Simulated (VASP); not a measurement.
Crystal: SiO.

```
CELL_PARAMETERS angstrom
0.00000 2.43364 2.43364
2.43364 0.00000 2.43364
2.43364 2.43364 0.00000
ATOMIC_POSITIONS crystal
Si 0.75000 0.75000 0.75000
O 0.00000 0.00000 0.00000
```

- Program: VASP 6.6.1
- Task: relaxation of cell and atoms
- Functional: B3LYP
- Potentials or basis: VASP PAW PBE potentials, release 64 (Si, O)
- Cutoff: 600 eV
- k mesh: 5 × 5 × 5
- Occupations: fermi-dirac, width 0.05 eV
- Spin: no spin polarisation

At the start: pressure 5.7 GPa; volume 14.41 Å³/atom.

Question: Where does the relaxation end?

Answer: Over 3 steps the energy falls by 23.1 meV/atom and the volume is 15.75 Å³/atom (+9.3 %); space group F-43m (No. 216, to 0.1 Å) before and after.

Step by step:
```
step  energy change (eV)  largest force (eV/Å)  pressure (GPa)  volume (Å³)
   1              0.0000                0.0000            5.69        28.83
   2             -0.0448                0.0000            0.95        31.02
   3             -0.0461                0.0000           -0.05        31.51
```

Final structure:
```yaml
crystal:
  lattice:
    - [0.00000, 2.50685, 2.50685]
    - [2.50685, 0.00000, 2.50685]
    - [2.50685, 2.50685, 0.00000]
  atoms:
    - { symbol: Si, position: [0.75000, 0.75000, 0.75000] }
    - { symbol: O, position: [0.00000, 0.00000, 0.00000] }
```

Caveat: the k points lie up to 0.43 Å⁻¹ apart in the final cell; the PAW data sets were made with another functional, which shifts forces and pressure a little.
